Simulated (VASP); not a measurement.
# MoS2 (P6_3/mmc) in VASP: notebook, part 2 of 2

VASP 6.6.1. Earlier steps stand in the parts before.

### Step 3. Single point, PBE+D4

This run uses another cell than the first one, of 19.29 Å³/atom, 1.038 times its volume.

File INCAR:

```
PREC = Accurate
ENCUT = 520
EDIFF = 1E-7
ISMEAR = 1
SIGMA = 0.15
LREAL = False
LASPH = True
NELM = 80
ALGO = Normal
ISIF = 2
LWAVE = False
LCHARG = True
GGA = PE
IVDW = 13
LELF = True
LVHAR = True
NBANDS = 35
```

File KPOINTS:

```
regular mesh
0
Gamma
  8 8 2
```

File POSCAR:

```
MoS2
1.0
    3.2513482650      0.0000000000      0.0000000000
   -1.6256741325      2.8157507023      0.0000000000
    0.0000000000      0.0000000000     12.6442461401
Mo S
2 4
Direct
    0.3333333333      0.6666666667      0.2500000000
    0.6666666667      0.3333333333      0.7500000000
    0.3333333333      0.6666666667      0.6230000000
    0.6666666667      0.3333333333      0.1230000000
    0.3333333333      0.6666666667      0.8770000000
    0.6666666667      0.3333333333      0.3770000000
```

Potentials or basis: VASP PAW PBE potentials, release 64 (Mo_sv, S).

Started as:

```console
> cat potpaw_PBE.64/Mo_sv/POTCAR potpaw_PBE.64/S/POTCAR > POTCAR
> mpirun -np 1 vasp_std > vasp.out
```

OUTCAR:

```text
PREC = Accurate
   ENCUT = 520
   EDIFF = 1E-7
   ISMEAR = 1
   LREAL = False
   LASPH = True
   NELM = 80
   ISIF = 2
   GGA = PE
   IVDW = 13

 ion  position               nearest neighbor table
   1  0.333  0.667  0.250-   4 2.47   6 2.47   4 2.47   6 2.47   4 2.47   6 2.47
   2  0.667  0.333  0.750-   3 2.47   5 2.47   3 2.47   5 2.47   3 2.47   5 2.47
   3  0.333  0.667  0.623-   2 2.47   2 2.47   2 2.47
   4  0.667  0.333  0.123-   1 2.47   1 2.47   1 2.47
   5  0.333  0.667  0.877-   2 2.47   2 2.47   2 2.47
   6  0.667  0.333  0.377-   1 2.47   1 2.47   1 2.47

  LATTYP: Found a hexagonal cell.
 ALAT       =     3.2513482650
 C/A-ratio  =     3.8889239508

  Lattice vectors:

 A1 = (   3.2513482650,   0.0000000000,   0.0000000000)
 A2 = (  -1.6256741325,   2.8157507023,   0.0000000000)
 A3 = (   0.0000000000,   0.0000000000,  12.6442461401)

Analysis of symmetry for initial positions (statically):
=====================================================================
 Subroutine PRICEL returns:
 Original cell was already a primitive cell.

 Routine SETGRP: Setting up the symmetry group for a
 hexagonal supercell.

 Subroutine GETGRP returns: Found 24 space group operations
 (whereof 12 operations were pure point group operations)
 out of a pool of 24 trial point group operations.

The static configuration has the point symmetry D_3d.
 The point group associated with its full space group is D_6h.

Analysis of symmetry for dynamics (positions and initial velocities):
=====================================================================
 Subroutine PRICEL returns:
 Original cell was already a primitive cell.

 Routine SETGRP: Setting up the symmetry group for a
 hexagonal supercell.

 Subroutine GETGRP returns: Found 24 space group operations
 (whereof 12 operations were pure point group operations)
[... 125 lines left out ...]
     AMIX     =   0.40;   BMIX     =  1.00
     AMIX_MAG =   1.60;   BMIX_MAG =  1.00
  volume/ion in A,a.u.               =      19.29       130.20
  Fermi-wavevector in a.u.,A,eV,Ry     =   1.253793  2.369325 21.388306  1.571996
  Thomas-Fermi vector in A             =   2.387629
   LORBIT       =      0    0 simple, 1 ext, 2 COOP (PROOUT), +10 PAW based schemes
   GGA     = PE    functional components
   LHFCALC =     F    Hartree Fock is set to
   AEXX    =    0.0000 exact exchange contribution
   IVDW    =    13    specifies the selected vdW correction
   LEPSILON=     F    determine dielectric tensor
   LRPA    =     F    only Hartree local field effects (RPA)
 non-spin polarized calculation
 Methfessel and Paxton  Order N= 1 SIGMA  =   0.15
  energy-cutoff  :      520.00
  volume of cell :      115.76
 maximum number of plane-waves:      3152
   NGX = 13   NGY = 13   NGZ = 47

 number of electron      52.0000001 magnetization

 Free energy of the ion-electron system (eV)
  ---------------------------------------------------
  ext. energy  EPLUGINS =         0.00000000
  ---------------------------------------------------
  free energy    TOTEN  =       -43.43417601 eV

  energy without entropy =      -43.43426794  energy(sigma->0) =      -43.43420665

 E-fermi :   6.5750     XC(G=0): -10.4401

 val. band max:        6.4527209348   @ k =   0.0000   0.0000   0.0000
 cond. band min:       7.4803763000   @ k =   0.2500   0.1250   0.0000
 fundamental gap:      1.0276553652
 Fermi energy:         6.5750328273

 k-point     1 :       0.0000    0.0000    0.0000
  band No.  band energies     occupation
      1     -55.0476      2.00000
      2     -55.0476      2.00000
      3     -29.1304      2.00000
      4     -29.1303      2.00000
      5     -28.9848      2.00000
      6     -28.9848      2.00000
[... 749 lines left out ...]
     34      10.1669      0.00000
     35      12.8199      0.00000

------------------------ aborting loop because EDIFF is reached ----------------------------------------

  DFT-D4 for vdW energy calculation

  Edisp (eV):   -2.36863

  FORCE on cell =-STRESS in cart. coord.  units (eV):
  Direction    XX          YY          ZZ          XY          YZ          ZX
  --------------------------------------------------------------------------------------
  -------------------------------------------------------------------------------------
  Total      -7.80358    -7.80359    -8.43154    -0.00000     0.00000     0.00000
  in kB    -108.00751  -108.00755  -116.69891    -0.00000     0.00000     0.00000
  external pressure =     -110.90 kB  Pullay stress =        0.00 kB

 VOLUME and BASIS-vectors are now :
 -----------------------------------------------------------------------------
  energy-cutoff  :      520.00
  volume of cell :      115.76
      direct lattice vectors                 reciprocal lattice vectors
     3.251348265  0.000000000  0.000000000     0.307564714  0.177572539  0.000000000
    -1.625674132  2.815750702  0.000000000     0.000000000  0.355145077  0.000000000
     0.000000000  0.000000000 12.644246140     0.000000000  0.000000000  0.079087356

 POSITION                                       TOTAL-FORCE (eV/Angst)
 -----------------------------------------------------------------------------------
     -0.00000      1.87717      3.16106         0.000000      0.000000      0.000000
      1.62567      0.93858      9.48318        -0.000000     -0.000000      0.000000
     -0.00000      1.87717      7.87737         0.000000      0.000000      1.179601
      1.62567      0.93858      1.55524        -0.000000     -0.000000      1.179601
     -0.00000      1.87717     11.08900         0.000000      0.000000     -1.179601
      1.62567      0.93858      4.76688        -0.000000      0.000000     -1.179601
 -----------------------------------------------------------------------------------
    total drift:                               -0.000000      0.000000     -0.000000

  FREE ENERGIE OF THE ION-ELECTRON SYSTEM (eV)
  ---------------------------------------------------
  free  energy   TOTEN  =       -45.8028039954 eV

  energy  without entropy=      -45.8028959247  energy(sigma->0) =      -45.80283464
```

OSZICAR:

```text
N       E                     dE             d eps       ncg     rms          rms(c)
DAV:   1     0.431346907697E+03    0.43135E+03   -0.29259E+04  1560   0.140E+03
DAV:   2    -0.233365472804E+02   -0.45468E+03   -0.43911E+03  1704   0.356E+02
DAV:   3    -0.462952844018E+02   -0.22959E+02   -0.22504E+02  1738   0.725E+01
DAV:   4    -0.467696740735E+02   -0.47439E+00   -0.47316E+00  1676   0.105E+01
DAV:   5    -0.467785165604E+02   -0.88425E-02   -0.88406E-02  1692   0.148E+00    0.285E+01
DAV:   6    -0.446436438342E+02    0.21349E+01   -0.15434E+01  1509   0.244E+01    0.125E+01
DAV:   7    -0.438422043790E+02    0.80144E+00   -0.74239E+00  1514   0.166E+01    0.710E+00
DAV:   8    -0.434351351926E+02    0.40707E+00   -0.96919E-01  1533   0.637E+00    0.276E+00
DAV:   9    -0.434444635038E+02   -0.93283E-02   -0.12334E-01  1587   0.175E+00    0.119E+00
DAV:  10    -0.434343492849E+02    0.10114E-01   -0.38488E-02  1508   0.134E+00    0.463E-01
DAV:  11    -0.434344393274E+02   -0.90042E-04   -0.25132E-03  1494   0.268E-01    0.267E-01
DAV:  12    -0.434341784165E+02    0.26091E-03   -0.61172E-04  1552   0.144E-01    0.105E-01
DAV:  13    -0.434341709006E+02    0.75159E-05   -0.19852E-04  1622   0.760E-02    0.152E-02
DAV:  14    -0.434341748924E+02   -0.39918E-05   -0.88876E-06  1566   0.149E-02    0.164E-02
DAV:  15    -0.434341759290E+02   -0.10366E-05   -0.13687E-06  1438   0.527E-03    0.694E-03
DAV:  16    -0.434341760058E+02   -0.76847E-07   -0.41165E-07  1485   0.308E-03
   1 F= -.45802804E+02 E0= -.45802835E+02  d E =0.919293E-04
```

It took 84 s on 1 thread of Intel Xeon 6975P-C, shared host; peak memory 0.25 GiB.

Results:

- Free energy: -45.8028 eV
- Pressure: -11.1 GPa
- Largest force: 1.180 eV/Å
- Band gap on the k mesh: 1.03 eV, indirect (least direct gap 1.74 eV)
- Dispersion energy per atom: -0.395 eV

Forces on the atoms (eV/Å):
```
Mo   0.000  0.000  0.000
Mo   0.000  0.000  0.000
S    0.000  0.000  1.180
S    0.000  0.000  1.180
S    0.000  0.000 -1.180
S    0.000  0.000 -1.180
```

Levels at points of the mesh, in eV from the valence-band top:
```csv
k point,band 24,band 25,band 26,band 27,band 28,band 29
"(0.00, 0.00, 0.00)",-1.12,-0.90,0.00,2.00,2.00,2.03
"(0.50, 0.00, 0.00)",-1.42,-1.20,-1.08,1.50,1.54,1.87
"(0.00, 0.00, 0.50)",-1.92,-0.22,-0.22,2.00,2.00,2.00
"(0.50, 0.00, 0.50)",-1.51,-1.13,-1.13,1.51,1.51,1.98
```

Caveat: forces of over 1 eV/Å act on the atoms, so gaps and moduli don't describe the material at rest.

### Step 4. Single point, PBE+D4

This run uses another cell than the first one, of 20.01 Å³/atom, 1.077 times its volume.

File INCAR:

```
SYSTEM = MoS2
  ALGO = Normal
  EDIFF = 1E-6
  ENCUT = 520
  GGA = PE
  ISIF = 2
  ISMEAR = 1
  IVDW = 13
  LASPH = .True.
  LCHARG = .False.
  LREAL = .False.
  LWAVE = .False.
  NBANDS = 35
  NELM = 100
  PREC = Accurate
  SIGMA = 0.15
```

File KPOINTS:

```
k-points
0
Gamma
  8 8 2
  0 0 0
```

Edit POSCAR of step 3 so:

```diff
@@ -2,5 +2,5 @@
 1.0
-    3.2513482650      0.0000000000      0.0000000000
-   -1.6256741325      2.8157507023      0.0000000000
-    0.0000000000      0.0000000000     12.6442461401
+    3.2910027618      0.0000000000      0.0000000000
+   -1.6455013809      2.8500925101      0.0000000000
+    0.0000000000      0.0000000000     12.7984594622
 Mo S
```

Started as:

```console
> cat potpaw_PBE.64/Mo_sv/POTCAR potpaw_PBE.64/S/POTCAR > POTCAR
> mpirun -np 1 vasp_std > vasp.out
```

Wall time 70 s (1 thread of Intel Xeon 6975P-C, shared host); peak memory 0.25 GiB.

Results (log left out):

* Free energy: -45.4612 eV
* Pressure: -14.4 GPa
* Largest force: 1.607 eV/Å
* Band gap on the k mesh: 1.03 eV, indirect (least direct gap 1.65 eV)
* Dispersion energy per atom: -0.381 eV

Forces in eV/Å, atoms in the order of the input:
```
Mo   0.000  0.000  0.000
Mo   0.000  0.000  0.000
S    0.000  0.000  1.607
S    0.000  0.000  1.607
S    0.000  0.000 -1.607
S    0.000  0.000 -1.607
```

Stress tensor (GPa, compression positive):
```
-14.00   0.00   0.00
  0.00 -14.00   0.00
  0.00   0.00 -15.30
```

Levels at points of the mesh, in eV from the valence-band top:
```csv
k point,band 24,band 25,band 26,band 27,band 28,band 29
"(0.00, 0.00, 0.00)",-1.09,-0.80,0.00,1.94,1.94,1.97
"(0.50, 0.00, 0.00)",-1.38,-1.11,-1.00,1.44,1.48,1.80
"(0.00, 0.00, 0.50)",-1.83,-0.20,-0.20,1.95,1.95,1.95
"(0.50, 0.00, 0.50)",-1.46,-1.05,-1.05,1.46,1.46,1.90
```

Caveat: forces of over 1 eV/Å act on the atoms, so gaps and moduli don't describe the material at rest.

### Step 5. Summary

| cell | gap on the mesh (eV) | pressure (GPa) | largest force (eV/Å) |
| --- | --- | --- | --- |
| a = 3.211, b = 3.211, c = 12.486 Å, angles 90.0, 90.0, 120.0°, 6 atoms | 1.01 | -6.9 | 0.68 |
| a = 3.251, b = 3.251, c = 12.644 Å, angles 90.0, 90.0, 120.0°, 6 atoms | 1.03 | -11.1 | 1.18 |
| a = 3.291, b = 3.291, c = 12.798 Å, angles 90.0, 90.0, 120.0°, 6 atoms | 1.03 | -14.4 | 1.61 |

Alike in all rows: task single point; level PBE+D4; potentials or basis VASP PAW PBE potentials, release 64 (Mo_sv, S); no spin polarisation; k mesh 8 × 8 × 2; cutoff (eV) 520; smearing methfessel-paxton 0.15 eV.

Caveats: forces of over 1 eV/Å act on the atoms, so gaps and moduli don't describe the material at rest (some runs).

Total energies depend on the potentials used, so only differences within one code and one set of settings carry meaning.
